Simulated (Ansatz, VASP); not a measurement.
One calculation of ZnCd3O4, two programs

The input INCAR:

```
PREC = Accurate ; ENCUT = 600
EDIFF = 1E-6 ; ISMEAR = 0
SIGMA = 0.1 ; LREAL = False
LASPH = True ; NELM = 120
ALGO = Normal ; ISIF = 2
LWAVE = False ; LCHARG = False
GGA = PS ; NBANDS = 46
GGA_COMPAT = False
```

The input KPOINTS:

```
Automatic mesh
0
Gamma
  12 12 4
```

Contents of POSCAR:

```
ZnCd3O4
1.0
    3.3252980000      0.0000000000      0.0000000000
    0.0000000000      3.3252980000      0.0000000000
    0.0000000000      0.0000000000      9.2687760000
Zn Cd O
1 3 4
Direct
    0.0000000000      0.0000000000      0.0000000000
    0.5000000000      0.5000000000      0.2415340000
    0.0000000000      0.0000000000      0.5000000000
    0.5000000000      0.5000000000      0.7584660000
    0.0000000000      0.0000000000      0.2318760000
    0.5000000000      0.5000000000      0.5000000000
    0.0000000000      0.0000000000      0.7681240000
    0.5000000000      0.5000000000      0.0000000000
```

Input for Ansatz:

```yaml
crystal:
  lattice:
    - [3.325298, 0.0, 0.0]
    - [0.0, 3.325298, 0.0]
    - [0.0, 0.0, 9.268776]
  atoms:
    - { symbol: Zn, position: [0.0, 0.0, 0.0] }
    - { symbol: Cd, position: [0.5, 0.5, 0.241534] }
    - { symbol: Cd, position: [0.0, 0.0, 0.5] }
    - { symbol: Cd, position: [0.5, 0.5, 0.758466] }
    - { symbol: O, position: [0.0, 0.0, 0.231876] }
    - { symbol: O, position: [0.5, 0.5, 0.5] }
    - { symbol: O, position: [0.0, 0.0, 0.768124] }
    - { symbol: O, position: [0.5, 0.5, 0.0] }
kpoints:
  mp_grid: { grid: [12, 12, 4] }
hamiltonian:
  xc: pbesol
scf:
  occupations: { method: gaussian, width: 0.1 }
  eigensolver: { kind: davidson }
  mixing: { algorithm: msr1, beta: 0.7 }
output:
  forces: true
  eigenvalues: true
  stress: true
```

Alike in both runs: task single point; functional PBEsol; k mesh 12 × 12 × 4; occupations gaussian, width 0.1 eV; no spin polarisation.

```csv
,VASP,Ansatz
version,VASP 6.6.1,Ansatz 0.2.0
potentials or method,"VASP PAW PBE potentials, release 64 (Zn, Cd, O)","scalar-relativistic, plane waves, PAW"
plane-wave cutoff (eV),600,420
valence electrons in the cell,72,96
```

|  | VASP | Ansatz | Ansatz less VASP |
| --- | --- | --- | --- |
| gap on the k mesh at the Fermi level (eV) | none | none | - |
| pressure (GPa) | -5.4 | -6.5 | -1.06 |
| traceless stress, the component that is largest in VASP (GPa) | -0.05 | -0.13 | -0.081 |
| rms of the force components (eV/Å) | 0.008 | 0.016 | +0.0081 |

VASP's potentials were made for PBE, not for PBEsol. Atom by atom the forces differ by 0.014 eV/Å (rms over components). A gap of «none» marks a metal or a gap that the smearing closes. VASP's potentials hold 72 valence electrons a cell and Ansatz's 96, so a difference there can come from the potentials and not from the codes.
